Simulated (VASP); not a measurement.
# C in VASP: notebook

The runs below take C through single point, with PBE+D3(BJ).

All numbers are computed with VASP 6.6.1; they aren't measurements. Logs are shortened: lines on timing, memory, paths and dates and some standing lists are left out, and cuts for length are marked.

**1. The cell of the first run**

The cell holds a slab with vacuum, 2 atoms: a = 2.465 Å, b = 2.465 Å, c = 26.002 Å, α = 90.00°, β = 90.00°, γ = 120.00°.

**2. Single point, PBE+D3(BJ) (a layer taken out of the bulk)**

File INCAR:

```
ALGO = Normal ; DIPOL = 0.5 0.5 0.500
EDIFF = 1E-6 ; ENCUT = 520
GGA = PE ; GGA_COMPAT = F
IDIPOL = 3 ; ISIF = 2
ISMEAR = 0 ; IVDW = 12
LASPH = T ; LCHARG = T
LDIPOL = T ; LELF = T
LREAL = F ; LVACPOTAV = T
LVHAR = T ; LWAVE = F
NBANDS = 11 ; NELM = 120
NELMDL = -8 ; PREC = Accurate
SIGMA = 0.1
```

File KPOINTS:

```
k-points
0
Gamma
  9 9 1
```

File POSCAR:

```
C
1.0
    2.4649588007      0.0000000000      0.0000000000
   -1.2324794004      2.1347169407      0.0000000000
    0.0000000000      0.0000000000     26.0024025621
C
2
Direct
    0.6666666667      0.3333333333      0.4999769006
    0.3333333333      0.6666666667      0.5000230994
```

Potentials or basis: VASP PAW PBE potentials, release 64 (C).

On the command line:

```console
$ cat potpaw_PBE.64/C/POTCAR > POTCAR
$ mpirun -np 1 vasp_std > vasp.out
```

OUTCAR:

```text
EDIFF = 1E-6
   ENCUT = 520
   GGA = PE
   ISIF = 2
   ISMEAR = 0
   IVDW = 12
   LASPH = T
   LREAL = F
   NELM = 120
   NELMDL = -8
   PREC = Accurate
 IVDW          = 12

 ion  position               nearest neighbor table
   1  0.667  0.333  0.500-   2 1.42   2 1.42   2 1.42
   2  0.333  0.667  0.500-   1 1.42   1 1.42   1 1.42

  LATTYP: Found a hexagonal cell.
 ALAT       =     2.4649588007
 C/A-ratio  =    10.5488183229

  Lattice vectors:

 A1 = (   2.4649588007,   0.0000000000,   0.0000000000)
 A2 = (  -1.2324794004,   2.1347169407,   0.0000000000)
 A3 = (   0.0000000000,   0.0000000000,  26.0024025621)

Analysis of symmetry for initial positions (statically):
=====================================================================
 Subroutine PRICEL returns:
 Original cell was already a primitive cell.

 Routine SETGRP: Setting up the symmetry group for a
 hexagonal supercell.

 Subroutine GETGRP returns: Found 12 space group operations
 (whereof 12 operations were pure point group operations)
 out of a pool of 24 trial point group operations.

The static configuration has the point symmetry D_3d.

Analysis of symmetry for dynamics (positions and initial velocities):
=====================================================================
 Subroutine PRICEL returns:
 Original cell was already a primitive cell.

 Routine SETGRP: Setting up the symmetry group for a
 hexagonal supercell.

 Subroutine GETGRP returns: Found 12 space group operations
 (whereof 12 operations were pure point group operations)
 out of a pool of 24 trial point group operations.

The dynamic configuration has the point symmetry D_3d.

 Subroutine INISYM returns: Found 12 space group operations
 (whereof 12 operations are pure point group operations),
 and found     1 'primitive' translations

----------------------------------------------------------------------------------------

                                     Primitive cell

  volume of cell :     136.8244

  direct lattice vectors                    reciprocal lattice vectors
     2.464958801  0.000000000  0.000000000     0.405686294  0.234223091  0.000000000
    -1.232479400  2.134716941  0.000000000     0.000000000  0.468446182  0.000000000
     0.000000000  0.000000000 26.002402562     0.000000000  0.000000000  0.038457985

  length of vectors
     2.464958801  2.464958801 26.002402562     0.468446182  0.468446182  0.038457985

  position of ions in fractional coordinates (direct lattice)
     0.666666667  0.333333333  0.499976901
     0.333333333  0.666666667  0.500023099

  ion indices of the primitive-cell ions
   primitive index   ion index
                 1           1
                 2           2

----------------------------------------------------------------------------------------

 KPOINTS: k-points

Automatic generation of k-mesh.
 Grid dimensions read from file:
 generate k-points for:    9    9    1

 Generating k-lattice:

  Cartesian coordinates                     Fractional coordinates (reciprocal lattice)
     0.045076255  0.026024788  0.000000000     0.111111111  0.000000000  0.000000000
     0.000000000  0.052049576  0.000000000     0.000000000  0.111111111  0.000000000
     0.000000000  0.000000000  0.038457985     0.000000000  0.000000000  1.000000000

  Length of vectors
     0.052049576  0.052049576  0.038457985

  Shift w.r.t. Gamma in fractional coordinates (k-lattice)
     0.000000000  0.000000000  0.000000000

 Subroutine IBZKPT returns following result:
 ===========================================

 Found     12 irreducible k-points:

 Following reciprocal coordinates:
            Coordinates               Weight
  0.000000  0.000000  0.000000      1.000000
  0.111111 -0.000000  0.000000      6.000000
  0.222222 -0.000000  0.000000      6.000000
  0.333333 -0.000000  0.000000      6.000000
  0.444444 -0.000000  0.000000      6.000000
  0.111111  0.111111  0.000000      6.000000
  0.222222  0.111111  0.000000     12.000000
  0.333333  0.111111  0.000000     12.000000
  0.444444  0.111111  0.000000      6.000000
  0.222222  0.222222  0.000000      6.000000
  0.333333  0.222222  0.000000     12.000000
  0.333333  0.333333  0.000000      2.000000
   k-points           NKPTS =     12   k-points in BZ     NKDIM =     12   number of bands    NBANDS=     11
   number of dos      NEDOS =    301   number of ions     NIONS =      2
   total plane-waves  NPLWV =  63504
   dimension x,y,z NGX =    18 NGY =   18 NGZ =  196
   dimension x,y,z NGXF=    36 NGYF=   36 NGZF=  392
   ions per type =               2
   NGX,Y,Z   is equivalent  to a cutoff of  12.14, 12.14, 12.53 a.u.
   NGXF,Y,Z  is equivalent  to a cutoff of  24.28, 24.28, 25.06 a.u.
 SYSTEM =  unknown system
   PREC   = accura    normal or accurate (medium, high low for compatibility)
   ISTART =      0    job   : 0-new  1-cont  2-samecut
   ICHARG =      2    charge: 1-file 2-atom 10-const
   ISPIN  =      1    spin polarized calculation?
   LNONCOLLINEAR =      F non collinear calculations
   LSORBIT =      F    spin-orbit coupling
   LASPH  =      T    aspherical Exc in radial PAW
   ENCUT  =  520.0 eV  38.22 Ry    6.18 a.u.   4.58  4.58 48.35*2*pi/ulx,y,z
   NELM   =    120;   NELMIN=  2; NELMDL= -8     # of ELM steps
   EDIFF  = 0.1E-05   stopping-criterion for ELM
   LREAL  =      F    real-space projection
   EDIFFG = 0.1E-04   stopping-criterion for IOM
   NSW    =      0    number of steps for IOM
   IBRION =     -1    ionic relax: 0-MD 1-quasi-New 2-CG
   NFREE  =      0    steps in history (QN), initial steepest desc. (CG)
   ISIF   =      2    stress and relaxation
   ISYM   =      2    0-nonsym 1-usesym 2-fastsym
   POTIM  = 0.5000    time-step for ionic-motion
   TEBEG  =    0.0;   TEEND  =   0.0 temperature during run
   PSTRESS=    0.0 pullay stress
   NELECT =       8.0000    total number of electrons
   NUPDOWN=      -1.0000    fix difference up-down
   EMIN   =  10.00;   EMAX   =-10.00  energy-range for DOS
   EFERMI =   0.00;   METHOD = LEGACY
   ISMEAR =     0;   SIGMA  =   0.10  broadening in eV -4-tet -1-fermi 0-gaus
   EFERMI_NEDOS =   21; number of points for ismear=-14 and -15
   IALGO  =     38    algorithm
   IMIX   =      4    mixing-type and parameters
     AMIX     =   0.40;   BMIX     =  1.00
     AMIX_MAG =   1.60;   BMIX_MAG =  1.00
  volume/ion in A,a.u.               =      68.41       461.67
  Fermi-wavevector in a.u.,A,eV,Ry     =   0.635405  1.200741  5.493202  0.403739
  Thomas-Fermi vector in A             =   1.699727
   LORBIT       =      0    0 simple, 1 ext, 2 COOP (PROOUT), +10 PAW based schemes
   GGA     = PE    functional components
   LHFCALC =     F    Hartree Fock is set to
   AEXX    =    0.0000 exact exchange contribution
   IVDW    =    12    specifies the selected vdW correction
   LEPSILON=     F    determine dielectric tensor
   LRPA    =     F    only Hartree local field effects (RPA)
 non-spin polarized calculation
 Gauss-broadening in eV      SIGMA  =   0.10
  energy-cutoff  :      520.00
  volume of cell :      136.82
 maximum number of plane-waves:      3740
   NGX =  9   NGY =  9   NGZ = 97

 dipolmoment           0.000000      0.000000      0.000000 electrons x Angstroem

 number of electron       7.9999997 magnetization

 dipolmoment           0.000000      0.000000     -0.000000 electrons x Angstroem

 Free energy of the ion-electron system (eV)
  ---------------------------------------------------
  ext. energy  EPLUGINS =         0.00000000
  ---------------------------------------------------
  free energy    TOTEN  =       -18.43731715 eV

  energy without entropy =      -18.43453102  energy(sigma->0) =      -18.43592409

 E-fermi :  -3.0851     XC(G=0):  -1.6737

 val. band max:       -3.0850615867   @ k =   0.3333   0.3333   0.0000
 cond. band min:      -3.0850615812   @ k =   0.3333   0.3333   0.0000
 fundamental gap:      0.0000000054
 Fermi energy:        -3.0850615838

 k-point     1 :       0.0000    0.0000    0.0000
  band No.  band energies     occupation
      1     -22.6176      2.00000
      2     -10.7108      2.00000
      3      -6.1306      2.00000
      4      -6.1306      2.00000
      5       0.1734      0.00000
      6       0.9458      0.00000
      7       1.2149      0.00000
      8       1.6798      0.00000
      9       1.9656      0.00000
     10       2.8670      0.00000
     11       3.2682      0.00000

 k-point     2 :       0.1111   -0.0000    0.0000
  band No.  band energies     occupation
      1     -22.3260      2.00000
      2     -10.3629      2.00000
      3      -7.2463      2.00000
      4      -6.7029      2.00000
      5       0.5696      0.00000
      6       1.3477      0.00000
      7       1.6219      0.00000
      8       2.0846      0.00000
      9       2.3704      0.00000
     10       3.2699      0.00000
     11       3.6698      0.00000

 k-point     3 :       0.2222   -0.0000    0.0000
  band No.  band energies     occupation
      1     -21.4568      2.00000
      2      -9.7956      2.00000
      3      -9.3373      2.00000
      4      -7.8569      2.00000
      5       1.7570      0.00000
      6       2.5470      0.00000
      7       2.8430      0.00000
      8       3.2958      0.00000
      9       3.5838      0.00000
     10       4.4625      0.00000
     11       4.8454      0.00000
[... 99 lines left out ...]
 k-point    11 :       0.3333    0.2222    0.0000
  band No.  band energies     occupation
      1     -17.3477      2.00000
      2     -14.8810      2.00000
      3     -12.2403      2.00000
      4      -4.8873      2.00000
      5      -1.3737      0.00000
      6       7.5774      0.00000
      7       7.7886      0.00000
      8       8.4089      0.00000
      9       8.9468      0.00000
     10       9.1027      0.00000
     11       9.6359      0.00000

 k-point    12 :       0.3333    0.3333    0.0000
  band No.  band energies     occupation
      1     -15.6892      2.00000
      2     -15.6892      2.00000
      3     -13.6536      2.00000
      4      -3.0851      1.00000
      5      -3.0851      1.00000
      6       7.5262      0.00000
      7       9.7999      0.00000
      8       9.7999      0.00000
      9      10.4055      0.00000
     10      11.7764      0.00000
     11      11.7832      0.00000

------------------------ aborting loop because EDIFF is reached ----------------------------------------

 vacuum level on the upper side and lower side of the slab       (xc-potential included)        -0.113        -0.113

 Edisp (eV)   -0.17719

 E8    (eV) :    -0.0555

  FORCE on cell =-STRESS in cart. coord.  units (eV):
  Direction    XX          YY          ZZ          XY          YZ          ZX
  --------------------------------------------------------------------------------------
  -------------------------------------------------------------------------------------
  Total       0.13966     0.13966    -0.01087    -0.00000     0.00000     0.00000
  in kB       1.63539     1.63539    -0.12729    -0.00000     0.00000     0.00000
  external pressure =        1.05 kB  Pullay stress =        0.00 kB

 VOLUME and BASIS-vectors are now :
 -----------------------------------------------------------------------------
  energy-cutoff  :      520.00
  volume of cell :      136.82
      direct lattice vectors                 reciprocal lattice vectors
     2.464958801  0.000000000  0.000000000     0.405686294  0.234223091  0.000000000
    -1.232479400  2.134716941  0.000000000     0.000000000  0.468446182  0.000000000
     0.000000000  0.000000000 26.002402562     0.000000000  0.000000000  0.038457985

 POSITION                                       TOTAL-FORCE (eV/Angst)
 -----------------------------------------------------------------------------------
      1.23248      0.71157     13.00060         0.000000      0.000000      0.020059
     -0.00000      1.42314     13.00180        -0.000000     -0.000000     -0.020059
 -----------------------------------------------------------------------------------
    total drift:                                0.000000     -0.000000      0.000000

  FREE ENERGIE OF THE ION-ELECTRON SYSTEM (eV)
  ---------------------------------------------------
  free  energy   TOTEN  =       -18.6145025892 eV

  energy  without entropy=      -18.6117164678  energy(sigma->0) =      -18.61310953

 vacuum level on the upper side and lower side of the slab         1.156         1.156
```

Wall time 54 s (1 thread of Intel Xeon 8259CL, shared host); peak memory 0.23 GiB.

What came out:

```yaml
Free_energy: -18.6145 eV
Largest_force: 0.020 eV/Å
Band_gap_on_the_k_mesh: zero (filled and empty bands touch)
Dispersion_energy_per_atom: -0.089 eV
Work_function_of_the_upper_face: 4.24 eV
Work_function_of_the_lower_face: 4.24 eV
```

Forces in eV/Å, atoms in the order of the input:
```
C    0.000  0.000  0.020
C    0.000  0.000 -0.020
```

Caveat: the cell differs from its parent crystal (a layer taken out of the bulk).

**3. Single point, PBE+D3(BJ)**

This run uses another cell than the first one: it holds 8 atoms, not 2.

File INCAR:

```
SYSTEM = C
  ALGO = Normal
  DIPOL = 0.5 0.5 0.231
  EDIFF = 1E-6
  ENCUT = 520
  GGA = PE
  GGA_COMPAT = .FALSE.
  IDIPOL = 3
  ISIF = 2
  ISMEAR = 0
  IVDW = 12
  LASPH = .TRUE.
  LCHARG = .TRUE.
  LDIPOL = .TRUE.
  LELF = .TRUE.
  LREAL = .FALSE.
  LVACPOTAV = .TRUE.
  LVHAR = .TRUE.
  LWAVE = .FALSE.
  NBANDS = 26
  NELM = 120
  NELMDL = -8
  PREC = Accurate
  SIGMA = 0.1
```

File KPOINTS:

```
k-points
0
G
  6 6 1
  0 0 0
```

File POSCAR:

```
C
1.0
    4.9313354216      0.0000000001      0.0000000000
   -2.4656677109      4.2706617497      0.0000000000
    0.0000000000      0.0000000000     17.3000330561
C
8
Direct
    0.3333333333      0.1666666667      0.2312153418
    0.3333333333      0.6666666667      0.2312153418
    0.8333333333      0.1666666667      0.2312153418
    0.8333333333      0.6666666667      0.2312153418
    0.1666666667      0.3333333333      0.2312134310
    0.1666666667      0.8333333333      0.2312134310
    0.6666666667      0.3333333333      0.2312134310
    0.6666666667      0.8333333333      0.2312134310
```

Potentials or basis: VASP PAW PBE potentials, release 64 (C).

On the command line:

```console
$ cat potpaw_PBE.64/C/POTCAR > POTCAR
$ mpirun -np 1 vasp_std > vasp.out
```

It took 4.7 min on 1 thread of Intel Xeon 8259CL, shared host; peak memory 0.48 GiB.

Results (log left out):

| Item | Value |
| --- | --- |
| Free energy | -74.4930 eV |
| Band gap on the k mesh | zero (filled and empty bands touch) |
| Dispersion energy per atom | -0.089 eV |

Levels at points of the mesh, in eV from the Fermi level:
```
           k point  band 12  band 13  band 14  band 15  band 16  band 17  band 18  band 19  band 20  band 21
(0.00, 0.00, 0.00)    -3.05    -3.05    -2.36    -2.36    -2.36     1.68     1.68     1.68     3.26     4.09
(0.50, 0.00, 0.00)    -5.89    -5.06    -5.06    -2.74    -2.74     2.82     2.82     5.26     5.26     6.10
```
